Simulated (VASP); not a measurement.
Write the native input for VASP 6.6.1 that does the following.

```
Task                   : single point
Functional             : PBE
Potentials or basis    : VASP PAW PBE potentials, release 64 (Pd, Co, O)
Cutoff                 : 520 eV
k mesh                 : 9 × 9 × 9
Occupations            : fermi-dirac, width 0.05 eV
Spin                   : collinear spin, ferromagnetic start
Starting moments       : [0.0, 1.5, 0.0, 0.0] μB
Fixed moment           : 1.5 μB
Dipole correction      : no
Further INCAR settings : ALGO = Normal; EDIFF = 1e-07; NBANDS = 28
```

The structure of CoPdO2 lies in POSCAR:

```
CoPdO2
1.0
    1.4316899074      0.8265865534      5.9577715763
   -1.4316899074      0.8265865534      5.9577715763
    0.0000000000     -1.6531731068      5.9577715763
Pd Co O
1 1 2
Direct
    0.0000000000      0.0000000000      0.0000000000
    0.5000000000      0.5000000000      0.5000000000
    0.1124760000      0.1124760000      0.1124760000
    0.8875240000      0.8875240000      0.8875240000
```

The input as run:

INCAR

```
SYSTEM = CoPdO2
PREC = Accurate
ENCUT = 520
EDIFF = 1E-7
ISMEAR = -1
SIGMA = 0.05
LREAL = .FALSE.
LASPH = .TRUE.
NELM = 150
ALGO = Normal
ISIF = 2
LWAVE = .FALSE.
LCHARG = .TRUE.
ISPIN = 2
MAGMOM = 0 1.5 0 0
LORBIT = 11
NUPDOWN = 1.5
LMAXMIX = 4
GGA = PE
LELF = .TRUE.
LVHAR = .TRUE.
NBANDS = 28
```

KPOINTS

```
Automatic mesh
0
G
  9 9 9
  0 0 0
```

Potentials or basis: VASP PAW PBE potentials, release 64 (Pd, Co, O).

Command:

```console
$ cat potpaw_PBE.64/Pd/POTCAR potpaw_PBE.64/Co/POTCAR potpaw_PBE.64/O/POTCAR > POTCAR
$ mpirun -np 1 vasp_std > vasp.out
```

Results of the run:

```yaml
Pressure: 5.6 GPa
Largest_force: 0.119 eV/Å
Net_moment: 1.50 μB per cell
Site_moments: Pd +0.36; Co +1.00; O +0.05 μB
Valence_electrons_inside_the_program's_atomic_spheres: Pd 9.36; Co 8.33; O 4.99
```

Caveat: the cell stands under pressure; the total moment is fixed, so each spin has its own Fermi level; a cell with one magnetic atom can't hold antiferromagnetic order, which such compounds often take.

Run time: 23 min on 1 thread of Intel Xeon 8259CL, with other jobs on the host, peak memory 0.52 GiB.
